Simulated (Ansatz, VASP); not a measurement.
HfSiO4: VASP beside Ansatz

```
Hf Si O
1.0
     5.59642    0.00000    0.00000
    -2.79821    4.84664    0.00000
     0.00000    0.00000    3.19645
Hf Si O
1 1 4
Cartesian
  0.0000 3.2311 0.0000
  2.7982 1.6155 1.5982
  1.2616 2.5027 1.5982
  0.0000 4.6878 1.5982
  -1.2616 2.5027 1.5982
  2.7982 1.6155 0.0000
```

Alike in both runs: functional PBE; k mesh 6 × 6 × 4; occupations gaussian, width 0.1 eV; no spin polarisation.

Ansatz relaxed the structure, and its values are those at the end. VASP's run is a single point on that final structure, the one shown.

|  | VASP | Ansatz |
| --- | --- | --- |
| version | VASP 6.6.1 | Ansatz 0.2.0 |
| potentials or method | VASP PAW PBE potentials, release 64 (Hf_pv, Si, O), cutoff 520 eV | scalar-relativistic, plane waves, PAW |
| valence electrons in the cell | 38 | 54 |

Ansatz gave:

* gap on the k mesh at the Fermi level (eV): 2.35
* least direct gap on the mesh (eV): 2.66
* pressure (GPa): 0.1
* rms of the force components (eV/Å): 0.001

Question: Which values does VASP return?

Answer: gap on the k mesh at the Fermi level (eV): 2.32; least direct gap on the mesh (eV): 2.62; pressure (GPa): -0.9; rms of the force components (eV/Å): 0.072.

With one functional, cell and mesh, what is left measures potentials, basis and numerics. VASP's potentials hold 38 valence electrons a cell and Ansatz's 54, so a difference there can come from the potentials and not from the codes.

The k mesh is coarse, so the values compare programs but aren't converged. Spin-orbit coupling is off throughout.
